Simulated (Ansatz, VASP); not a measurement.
## One calculation of Te6Mo3H, two programs

The input INCAR:

```
PREC = Accurate ; ENCUT = 400
EDIFF = 1E-6 ; ISMEAR = 0
SIGMA = 0.05 ; LREAL = F
LASPH = T ; NELM = 120
ALGO = Normal ; ISIF = 2
LWAVE = F ; LCHARG = F
GGA = PS ; IVDW = 12
NBANDS = 50 ; GGA_COMPAT = F
```

KPOINTS

```
regular mesh
0
Gamma
  9 9 2
```

Contents of POSCAR:

```
Te6Mo3H
1.0
    3.4334342720      0.0000000000      0.0000000000
   -1.7167171360      2.9734413017      0.0000000000
    0.0000000000      0.0000000000     20.7704294686
Te Mo H
6 3 1
Direct
    0.0000000000      0.0000000000      0.9125759363
    0.3333333333      0.6666666667      0.5917818730
    0.3333333333      0.6666666667      0.2333053354
    0.3333333333      0.6666666667      0.7666946646
    0.3333333333      0.6666666667      0.4082181270
    0.0000000000      0.0000000000      0.0874240637
    0.0000000000      0.0000000000      0.6791511892
    0.0000000000      0.0000000000      0.3208488108
    0.3333333333      0.6666666667      0.0000000000
   -0.4689764967     -0.4428215817      0.9190103014
```

Input for Ansatz:

```yaml
crystal:
  lattice:
    - [3.433434272, 0.0, 0.0]
    - [-1.716717136, 2.9734413017, 0.0]
    - [0.0, 0.0, 20.7704294686]
  atoms:
    - { symbol: Te, position: [0.0, 0.0, 0.9125759363] }
    - { symbol: Te, position: [0.3333333333, 0.6666666667, 0.591781873] }
    - { symbol: Te, position: [0.3333333333, 0.6666666667, 0.2333053354] }
    - { symbol: Te, position: [0.3333333333, 0.6666666667, 0.7666946646] }
    - { symbol: Te, position: [0.3333333333, 0.6666666667, 0.408218127] }
    - { symbol: Te, position: [0.0, 0.0, 0.0874240637] }
    - { symbol: Mo, position: [0.0, 0.0, 0.6791511892] }
    - { symbol: Mo, position: [0.0, 0.0, 0.3208488108] }
    - { symbol: Mo, position: [0.3333333333, 0.6666666667, 0.0] }
    - { symbol: H, position: [-0.4689764967, -0.4428215817, 0.9190103014] }
basis:
  ecutwfc: 420
kpoints:
  mp_grid: { grid: [9, 9, 2] }
hamiltonian:
  xc: pbesol
  pseudopotentials: { kind: paw, azcp: { folder: soft_1 } }
  dispersion: d3bj
scf:
  occupations: { method: gaussian, width: 0.05 }
output:
  forces: true
  stress: true
  eigenvalues: true
  write_density: true
  write_potential: true
  elf: true
  volumetric_format: npy
```

Alike in both runs: task single point; functional PBEsol; dispersion D3(BJ); k mesh 9 × 9 × 2; occupations gaussian, width 0.05 eV; no spin polarisation.

```csv
,VASP,Ansatz
version,VASP 6.6.1,Ansatz 0.2.0
potentials or method,"VASP PAW PBE potentials, release 64 (Te, Mo_sv, H), cutoff 400 eV","scalar-relativistic, plane waves, PAW"
valence electrons in the cell,79,139
```

```tsv
	VASP	Ansatz	Ansatz less VASP
gap on the k mesh at the Fermi level (eV)	none	none	-
pressure (GPa)	4.2	4.2	+0.02
traceless stress, the component that is largest in VASP (GPa)	3.97	3.88	-0.090
rms of the force components (eV/Å)	0.854	0.818	-0.0360
```

VASP's potentials were made for PBE, not for PBEsol, and Ansatz warns of the same on its side. Atom by atom the forces differ by 0.039 eV/Å (rms over components). A gap of «none» marks a metal or a gap that the smearing closes. VASP's potentials hold 79 valence electrons a cell and Ansatz's 139, so a difference there can come from the potentials and not from the codes.

Spin-orbit coupling is off throughout.
